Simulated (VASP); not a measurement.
**Ga: single point with PBE**

Ga:

```
Ga
1.0
     0.00000    2.03188    2.03188
     2.03188    0.00000    2.03188
     2.03188    2.03188    0.00000
Ga
1
Cartesian
  0.0000 0.0000 0.0000
```

- Program: VASP 6.6.1
- Task: single point
- Functional: PBE
- Potentials or basis: VASP PAW PBE potentials, release 64 (Ga_d)
- Cutoff: 500 eV
- k mesh: 8 × 8 × 8
- Occupations: gaussian, width 0.1 eV
- Spin: no spin polarisation
- Dipole correction: no
- Further INCAR settings: ALGO = Normal; EDIFF = 1e-06; NBANDS = 12

```json
{
 "Pressure": "8.3 GPa"
}
```

Levels at points of the mesh, in eV from the Fermi level:
```tsv
k point	band 3	band 4	band 5	band 6	band 7	band 8	band 9	band 10
(0.00, 0.00, 0.00)	-15.22	-15.06	-15.06	-12.19	13.38	13.38	13.38	16.28
(0.50, 0.00, 0.00)	-15.22	-14.93	-14.93	-5.25	-4.76	10.71	10.71	15.01
(0.50, 0.50, 0.00)	-14.93	-14.89	-14.89	-3.17	-2.31	5.11	5.11	8.59
```

Run time: 6.7 s on 1 thread of Intel(R) Xeon(R) Platinum 8488C (Sapphire Rapids) (shared host), peak memory 0.14 GiB.
